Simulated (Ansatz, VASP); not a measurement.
C in VASP and in Ansatz

INCAR

```
PREC = Accurate
ENCUT = 520
EDIFF = 1E-6
ISMEAR = 0
SIGMA = 0.15
LREAL = False
LASPH = True
NELM = 80
ALGO = Fast
ISIF = 2
LWAVE = False
LCHARG = False
GGA = PE
IVDW = 12
NBANDS = 36
```

KPOINTS

```
regular mesh
0
Gamma
  18 18 2
```

Contents of POSCAR:

```
C
1.0
    2.4648840281      0.0000000000      0.0000000000
   -1.2324420141      2.1346521857      0.0000000000
    0.0000000000      0.0000000000     20.6060947640
C
12
Direct
    0.6565242017      0.3231908683      0.9519899901
    0.6666666667      0.3333333333      0.4520101828
    0.6666666667      0.3333333333      0.7793231472
    0.6666666667      0.3333333333      0.2793433400
    0.0000000000      0.0000000000      0.6156666650
    0.3333333333      0.6666666667      0.2793231472
    0.0000000000      0.0000000000      0.1156666650
    0.6666666667      0.3333333333      0.6156666650
    0.3333333333      0.6666666667      0.7793433400
    0.3333333333      0.6666666667      0.1156666650
    0.3333333333      0.6666666667      0.4519899901
    0.3333333333      0.6666666667      0.9520101828
```

Input for Ansatz:

```yaml
crystal:
  lattice:
    - [2.4648840281, 0.0, 0.0]
    - [-1.2324420141, 2.1346521857, 0.0]
    - [0.0, 0.0, 20.606094764]
  atoms:
    - { symbol: C, position: [0.6565242017, 0.3231908683, 0.9519899901] }
    - { symbol: C, position: [0.6666666667, 0.3333333333, 0.4520101828] }
    - { symbol: C, position: [0.6666666667, 0.3333333333, 0.7793231472] }
    - { symbol: C, position: [0.6666666667, 0.3333333333, 0.27934334] }
    - { symbol: C, position: [0.0, 0.0, 0.615666665] }
    - { symbol: C, position: [0.3333333333, 0.6666666667, 0.2793231472] }
    - { symbol: C, position: [0.0, 0.0, 0.115666665] }
    - { symbol: C, position: [0.6666666667, 0.3333333333, 0.615666665] }
    - { symbol: C, position: [0.3333333333, 0.6666666667, 0.77934334] }
    - { symbol: C, position: [0.3333333333, 0.6666666667, 0.115666665] }
    - { symbol: C, position: [0.3333333333, 0.6666666667, 0.4519899901] }
    - { symbol: C, position: [0.3333333333, 0.6666666667, 0.9520101828] }
basis:
  ecutwfc: 420
kpoints:
  mp_grid: { grid: [18, 18, 2] }
hamiltonian:
  xc: pbe
  dispersion: d3bj
scf:
  occupations: { method: gaussian, width: 0.15 }
output:
  forces: true
  stress: true
  eigenvalues: true
```

Alike in both runs: task single point; functional PBE; dispersion D3(BJ); k mesh 18 × 18 × 2; occupations gaussian, width 0.15 eV; no spin polarisation.

|  | VASP | Ansatz |
| --- | --- | --- |
| version | VASP 6.6.1 | Ansatz 0.2.0 |
| potentials or method | VASP PAW PBE potentials, release 64 (C), cutoff 520 eV | scalar-relativistic, plane waves, PAW |
| valence electrons in the cell | 48 | 48 |

Ansatz gave:

| Quantity | Value |
| --- | --- |
| gap on the k mesh at the Fermi level (eV) | none |
| pressure (GPa) | 0.0 |
| traceless stress, the component that is largest in VASP (GPa) | 0.41 |
| rms of the force components (eV/Å) | 0.317 |

**Question.** Which values does VASP return?

**Answer.** gap on the k mesh at the Fermi level (eV): none; pressure (GPa): 0.5; traceless stress, the component that is largest in VASP (GPa): 0.67; rms of the force components (eV/Å): 0.317.

Atom by atom the forces differ by 0.000 eV/Å (rms over components). A gap of «none» marks a metal or a gap that the smearing closes.
